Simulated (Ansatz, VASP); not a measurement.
Two plane-wave programs on Sn5C

The input INCAR:

```
SYSTEM = Sn5C
  PREC = Accurate
  ENCUT = 520
  EDIFF = 1E-6
  ISMEAR = 0
  SIGMA = 0.1
  LREAL = .False.
  LASPH = .True.
  NELM = 100
  ALGO = Normal
  ISIF = 2
  LWAVE = .False.
  LCHARG = .True.
  GGA = PE
  LELF = .True.
  LVHAR = .True.
  NBANDS = 46
```

Contents of KPOINTS:

```
Automatic mesh
0
Gamma
  4 4 4
  0 0 0
```

The input POSCAR:

```
Sn5C
1.0
    0.0000000000      4.2059289800      4.2059289800
    4.2059289800      0.0000000000      4.2059289800
    4.2059289800      4.2059289800      0.0000000000
Sn C
5 1
Direct
    0.1250000000      0.6250000000      0.6250000000
    0.6250000000      0.6250000000      0.6250000000
    0.6250000000      0.1250000000      0.6250000000
    0.6250000000      0.6250000000      0.1250000000
    0.2500000000      0.2500000000      0.2500000000
    0.0000000000      0.0000000000      0.0000000000
```

Input for Ansatz:

```yaml
crystal:
  lattice:
    - [0.0, 4.20592898, 4.20592898]
    - [4.20592898, 0.0, 4.20592898]
    - [4.20592898, 4.20592898, 0.0]
  atoms:
    - { symbol: Sn, position: [0.125, 0.625, 0.625] }
    - { symbol: Sn, position: [0.625, 0.625, 0.625] }
    - { symbol: Sn, position: [0.625, 0.125, 0.625] }
    - { symbol: Sn, position: [0.625, 0.625, 0.125] }
    - { symbol: Sn, position: [0.25, 0.25, 0.25] }
    - { symbol: C, position: [0.0, 0.0, 0.0] }
basis:
  ecutwfc: 420
kpoints:
  mp_grid: { grid: [4, 4, 4] }
hamiltonian:
  xc: pbe
scf:
  occupations: { method: gaussian, width: 0.1 }
  lower_state_search: "off"
output:
  forces: true
  stress: true
  eigenvalues: true
```

Change from the starting cell: species swapped into the ErCu5 type (F-43m, No. 216).

Alike in both runs: task single point; functional PBE; k mesh 4 × 4 × 4; occupations gaussian, width 0.1 eV; no spin polarisation.

```csv
,VASP,Ansatz
version,VASP 6.6.1,Ansatz 0.2.0
potentials or method,"VASP PAW PBE potentials, release 64 (Sn_d, C), cutoff 520 eV","scalar-relativistic, plane waves, PAW"
valence electrons in the cell,74,74
```

```tsv
	VASP	Ansatz	Ansatz less VASP
gap on the k mesh at the Fermi level (eV)	none	none	-
pressure (GPa)	4.6	4.6	+0.07
```

A gap of «none» marks a metal or a gap that the smearing closes.
